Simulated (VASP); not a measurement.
# CuO (P6_3/mmc) in VASP: a series of runs

CuO is run at these levels: LDA, LDA+U; tasks: single point.

Everything below comes from runs of VASP 6.6.1. Logs are shortened: lines on timing, memory, paths and dates and some standing lists are left out, and cuts for length are marked.

**1. The cell of the first run**

Symmetry: P6_3/mmc, No. 194, hexagonal system. Conventional cell: a = 3.180 Å, b = 3.180 Å, c = 4.431 Å, α = 90.00°, β = 90.00°, γ = 120.00°. Cu (site symmetry -3m) has 6 O at 2.14 Å and 2 Cu at 2.22 Å within 2.8 Å. Within 2.8 Å of O (site symmetry -6m2) lie 6 Cu at 2.14 Å.

**2. Single point, LDA**

INCAR

```
SYSTEM = CuO
ALGO = Normal
EDIFF = 1E-7
ENCUT = 520
ISIF = 2
ISMEAR = -1
LASPH = .TRUE.
LCHARG = .FALSE.
LREAL = .FALSE.
LWAVE = .FALSE.
NBANDS = 25
NELM = 60
PREC = Accurate
SIGMA = 0.05
```

KPOINTS

```
k-points
0
G
  10 10 6
  0 0 0
```

POSCAR

```
CuO
1.0
    3.1795331000      0.0000000000      0.0000000000
   -1.5897665500      2.7535564400      0.0000000000
    0.0000000000      0.0000000000      4.4314907300
Cu O
2 2
Direct
    0.0000000000      0.0000000000      0.0000000000
    0.0000000000      0.0000000000      0.5000000000
    0.3333333333      0.6666666667      0.2500000000
    0.6666666667      0.3333333333      0.7500000000
```

Potentials or basis: VASP PAW LDA potentials, release 64 (Cu, O).

On the command line:

```console
cat potpaw_LDA.64/Cu/POTCAR potpaw_LDA.64/O/POTCAR > POTCAR
mpirun -np 1 vasp_std > vasp.out
```

OUTCAR:

```text
SYSTEM = CuO
   EDIFF = 1E-7
   ENCUT = 520
   ISIF = 2
   ISMEAR = -1
   LASPH = .TRUE.
   LREAL = .FALSE.
   NELM = 60
   PREC = Accurate

 ion  position               nearest neighbor table
   1  0.000  0.000  0.000-   3 2.14   4 2.14   4 2.14   3 2.14   4 2.14   3 2.14   2 2.22   2 2.22

   2  0.000  0.000  0.500-   3 2.14   4 2.14   4 2.14   3 2.14   4 2.14   3 2.14   1 2.22   1 2.22

   3  0.333  0.667  0.250-   1 2.14   2 2.14   1 2.14   2 2.14   1 2.14   2 2.14
   4  0.667  0.333  0.750-   1 2.14   2 2.14   1 2.14   2 2.14   1 2.14   2 2.14

  LATTYP: Found a hexagonal cell.
 ALAT       =     3.1795331000
 C/A-ratio  =     1.3937551806

  Lattice vectors:

 A1 = (   3.1795331000,   0.0000000000,   0.0000000000)
 A2 = (  -1.5897665500,   2.7535564400,   0.0000000000)
 A3 = (   0.0000000000,   0.0000000000,   4.4314907300)

Analysis of symmetry for initial positions (statically):
=====================================================================
 Subroutine PRICEL returns:
 Original cell was already a primitive cell.

 Routine SETGRP: Setting up the symmetry group for a
 hexagonal supercell.

 Subroutine GETGRP returns: Found 24 space group operations
 (whereof 12 operations were pure point group operations)
 out of a pool of 24 trial point group operations.

The static configuration has the point symmetry D_3d.
 The point group associated with its full space group is D_6h.

Analysis of symmetry for dynamics (positions and initial velocities):
=====================================================================
 Subroutine PRICEL returns:
 Original cell was already a primitive cell.

 Routine SETGRP: Setting up the symmetry group for a
 hexagonal supercell.

 Subroutine GETGRP returns: Found 24 space group operations
 (whereof 12 operations were pure point group operations)
 out of a pool of 24 trial point group operations.

The dynamic configuration has the point symmetry D_3d.
 The point group associated with its full space group is D_6h.

 Subroutine INISYM returns: Found 24 space group operations
 (whereof 12 operations are pure point group operations),
 and found     1 'primitive' translations

----------------------------------------------------------------------------------------

                                     Primitive cell

  volume of cell :      38.7978

  direct lattice vectors                    reciprocal lattice vectors
     3.179533100  0.000000000  0.000000000     0.314511587  0.181583349  0.000000000
    -1.589766550  2.753556440  0.000000000     0.000000000  0.363166698  0.000000000
     0.000000000  0.000000000  4.431490730     0.000000000  0.000000000  0.225657699

[... 90 lines left out ...]
   NSW    =      0    number of steps for IOM
   IBRION =     -1    ionic relax: 0-MD 1-quasi-New 2-CG
   NFREE  =      0    steps in history (QN), initial steepest desc. (CG)
   ISIF   =      2    stress and relaxation
   ISYM   =      2    0-nonsym 1-usesym 2-fastsym
   POTIM  = 0.5000    time-step for ionic-motion
   TEBEG  =    0.0;   TEEND  =   0.0 temperature during run
   PSTRESS=    0.0 pullay stress
   NELECT =      34.0000    total number of electrons
   NUPDOWN=      -1.0000    fix difference up-down
   EMIN   =  10.00;   EMAX   =-10.00  energy-range for DOS
   EFERMI =   0.00;   METHOD = LEGACY
   ISMEAR =    -1;   SIGMA  =   0.05  broadening in eV -4-tet -1-fermi 0-gaus
   EFERMI_NEDOS =   21; number of points for ismear=-14 and -15
   IALGO  =     38    algorithm
   IMIX   =      4    mixing-type and parameters
     AMIX     =   0.40;   BMIX     =  1.00
     AMIX_MAG =   1.60;   BMIX_MAG =  1.00
  volume/ion in A,a.u.               =       9.70        65.46
  Fermi-wavevector in a.u.,A,eV,Ry     =   1.566626  2.960494 33.393023  2.454318
  Thomas-Fermi vector in A             =   2.668926
   LORBIT       =      0    0 simple, 1 ext, 2 COOP (PROOUT), +10 PAW based schemes
   GGA     = CA    functional components
   LHFCALC =     F    Hartree Fock is set to
   AEXX    =    0.0000 exact exchange contribution
   IVDW    =     0    specifies the selected vdW correction
   LEPSILON=     F    determine dielectric tensor
   LRPA    =     F    only Hartree local field effects (RPA)
 non-spin polarized calculation
  energy-cutoff  :      520.00
  volume of cell :       38.80
 maximum number of plane-waves:      1056
 NGX is ok and might be reduce to    24
   NGX = 11   NGY = 11   NGZ = 17

 number of electron      34.0000021 magnetization

 Free energy of the ion-electron system (eV)
  ---------------------------------------------------
  ext. energy  EPLUGINS =         0.00000000
  ---------------------------------------------------
  free energy    TOTEN  =       -21.78790916 eV

  energy without entropy =      -21.76043500  energy(sigma->0) =      -21.77417208

 E-fermi :   5.4093     XC(G=0): -12.7359

 val. band max:        5.3966175550   @ k =   0.5000   0.0000   0.3333
 cond. band min:       5.4327896597   @ k =   0.1000   0.0000   0.3333
 fundamental gap:      0.0361721047
 Fermi energy:         5.4092663271

 k-point     1 :       0.0000    0.0000    0.0000
  band No.  band energies     occupation
      1     -13.5144      2.00000
      2     -11.8596      2.00000
      3      -1.1799      2.00000
      4       0.0293      2.00000
      5       0.0293      2.00000
      6       1.1084      2.00000
[... 661 lines left out ...]
     24      17.9589      0.00000
     25      18.8581      0.00000

 [... further k-points ...]

------------------------ aborting loop because EDIFF is reached ----------------------------------------

  FORCE on cell =-STRESS in cart. coord.  units (eV):
  Direction    XX          YY          ZZ          XY          YZ          ZX
  --------------------------------------------------------------------------------------
  -------------------------------------------------------------------------------------
  Total       -5.8320466     -5.8320466      4.8029836      0.0000000      0.0000000      0.0000000
  in kB     -240.8376555   -240.8376561    198.3419179      0.0000000      0.0000000      0.0000000
  external PRESSURE =     -94.4444646 kB  Pullay stress =       0.0000000 kB

 VOLUME and BASIS-vectors are now :
 -----------------------------------------------------------------------------
  energy-cutoff  :      520.00
  volume of cell :       38.80
      direct lattice vectors                 reciprocal lattice vectors
     3.179533100  0.000000000  0.000000000     0.314511587  0.181583349  0.000000000
    -1.589766550  2.753556440  0.000000000     0.000000000  0.363166698  0.000000000
     0.000000000  0.000000000  4.431490730     0.000000000  0.000000000  0.225657699

 POSITION                                       TOTAL-FORCE (eV/Angst)
 -----------------------------------------------------------------------------------
      0.00000      0.00000      0.00000        -0.000000      0.000000     -0.000000
      0.00000      0.00000      2.21575        -0.000000      0.000000     -0.000000
     -0.00000      1.83570      1.10787         0.000000      0.000000     -0.000000
      1.58977      0.91785      3.32362        -0.000000      0.000000      0.000000
 -----------------------------------------------------------------------------------
    total drift:                               -0.000000      0.000000      0.000000

  FREE ENERGIE OF THE ION-ELECTRON SYSTEM (eV)
  ---------------------------------------------------
  free  energy   TOTEN  =       -21.7879091643 eV

  energy  without entropy=      -21.7604350006  energy(sigma->0) =      -21.77417208
```

stdout:

```text
POSCAR found type information on POSCAR CuO
 POSCAR found :  2 types and       4 ions
 scaLAPACK will be used
 LDA part: xc-table for (Slater(with rela. corr.)+CA(PZ))
 , standard interpolation
 POSCAR, INCAR and KPOINTS ok, starting setup
 FFT: planning ... GRIDC
 FFT: planning ... GRID_SOFT
 FFT: planning ... GRID
 WAVECAR not read
 entering main loop
```

It took 19 s on 1 thread of Intel Xeon 6975P-C (Granite Rapids), shared host; peak memory 0.16 GiB.

What came out:

- Free energy: -21.7879 eV
- Pressure: -9.4 GPa
- Band gap on the k mesh: zero (band 17 reaches 6.01 eV, above the bottom of band 18 at 4.87 eV)

Stress tensor (GPa, compression positive):
```
-24.08   0.00   0.00
  0.00 -24.08   0.00
  0.00   0.00  19.83
```

Caveat: semilocal functionals often make such compounds metallic where correlation or magnetic order opens a gap, which also shifts bond lengths.

**3. Single point, LDA+U**

INCAR

```
  ALGO = Normal
  EDIFF = 1E-6
  ENCUT = 520
  ISIF = 2
  ISMEAR = -1
  LASPH = True
  LCHARG = True
  LDAU = True
  LDAUJ = 0 0
  LDAUL = 2 -1
  LDAUPRINT = 1
  LDAUTYPE = 2
  LDAUU = 2 0
  LELF = True
  LMAXMIX = 4
  LREAL = False
  LVHAR = True
  LWAVE = False
  NBANDS = 25
  NELM = 150
  PREC = Accurate
  SIGMA = 0.05
```

KPOINTS

```
k-points
0
Gamma
  10 10 6
```

POSCAR is that of step 2.

Potentials or basis: VASP PAW LDA potentials, release 64 (Cu, O).

On the command line:

```console
cat potpaw_LDA.64/Cu/POTCAR potpaw_LDA.64/O/POTCAR > POTCAR
mpirun -np 1 vasp_std > vasp.out
```

It took 17 s on 1 thread of Intel Xeon 6975P-C (Granite Rapids), shared host; peak memory 0.16 GiB.

Results (log left out):

```yaml
Free_energy: -20.3824 eV
Pressure: -11.5 GPa
Band_gap_on_the_k_mesh: zero (band 17 reaches 5.72 eV, above the bottom of band 18 at 4.59 eV)
```

Stress tensor (GPa, compression positive):
```
-25.70   0.00   0.00
  0.00 -25.70   0.00
  0.00   0.00  16.82
```

Levels at points of the mesh, in eV from the Fermi level:
```
           k point  band 15  band 16  band 17  band 18  band 19  band 20
(0.00, 0.00, 0.00)    -1.38    -0.33     0.59     0.59     1.69     5.28
(0.50, 0.00, 0.00)    -1.73    -1.49     0.33     0.51     6.86     6.93
(0.00, 0.00, 0.50)    -0.15    -0.15    -0.15    -0.15     4.40     4.40
(0.50, 0.00, 0.50)    -0.58    -0.58    -0.54    -0.54     6.10     6.10
```

Eigenvalues of the final occupation matrices:
| site | spin | trace | eigenvalues |
| --- | --- | --- | --- |
| site 1 d | 1 | 4.63 | 0.88 0.88 0.95 0.96 0.96 |
| site 1 d | 2 | 4.63 | 0.88 0.88 0.95 0.96 0.96 |
| site 2 d | 1 | 4.63 | 0.88 0.88 0.95 0.96 0.96 |
| site 2 d | 2 | 4.63 | 0.88 0.88 0.95 0.96 0.96 |

Caveat: U without spin polarisation on a metal has little footing.
